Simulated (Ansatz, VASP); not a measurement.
## Two plane-wave programs on AlN

File POSCAR:

```
AlN
1.0
    0.0000000000      2.0188684454      2.0188684454
    2.0188684454      0.0000000000      2.0188684454
    2.0188684454      2.0188684454      0.0000000000
Al N
1 1
Direct
    0.0000000000      0.0000000000      0.0000000000
    0.5000000000      0.5000000000      0.5000000000
```

File INCAR.step1:

```
SYSTEM = AlN
  ALGO = Normal
  EDIFF = 1E-5
  ENCUT = 520
  GGA = PE
  ISIF = 2
  ISMEAR = 0
  LASPH = .True.
  LCHARG = .False.
  LREAL = .False.
  LWAVE = .True.
  NBANDS = 11
  NELM = 60
  PREC = Accurate
  SIGMA = 0.01
```

The input INCAR.step2:

```
SYSTEM = AlN
  AEXX = 0.5
  ALGO = Normal
  EDIFF = 1E-6
  ENCUT = 520
  ISIF = 2
  ISMEAR = 0
  ISTART = 1
  LASPH = .True.
  LCHARG = .False.
  LHFCALC = .True.
  LMIXTAU = .True.
  LREAL = .False.
  LWAVE = .False.
  METAGGA = R2SCAN
  NBANDS = 11
  NELM = 60
  PREC = Accurate
  PRECFOCK = Normal
  SIGMA = 0.01
```

File KPOINTS:

```
k-points
0
Gamma
  6 6 6
  0 0 0
```

Input for Ansatz:

```yaml
crystal:
  lattice:
    - [0.0, 2.0188684454, 2.0188684454]
    - [2.0188684454, 0.0, 2.0188684454]
    - [2.0188684454, 2.0188684454, 0.0]
  atoms:
    - { symbol: Al, position: [0.0, 0.0, 0.0] }
    - { symbol: "N", position: [0.5, 0.5, 0.5] }
kpoints:
  mp_grid: { grid: [6, 6, 6] }
hamiltonian:
  xc: r2scan50
scf:
  occupations: { method: fixed }
  n_extra_bands: 4
output:
  forces: true
  stress: true
  eigenvalues: true
```

Alike in both runs: task single point; functional r2SCAN50; k mesh 6 × 6 × 6; no spin polarisation.

|  | VASP | Ansatz |
| --- | --- | --- |
| version | VASP 6.6.1 | Ansatz 0.2.0 |
| potentials or method | VASP PAW PBE potentials, release 64 (Al, N) | plane waves |
| plane-wave cutoff (eV) | 520 | 500 |
| occupations | gaussian, width 0.01 eV | fixed |
| valence electrons in the cell | 8 | 8 |

```tsv
	VASP	Ansatz	Ansatz less VASP
gap on the k mesh at the Fermi level (eV)	9.12	9.32	+0.200
pressure (GPa)	-9.6	-9.8	-0.18
```

VASP's potentials were made for PBE, not for r2SCAN50. Ansatz's warnings: stress exchange threshold loose, stress scf threshold loose.

The k mesh is coarse, so the values compare programs but aren't converged.
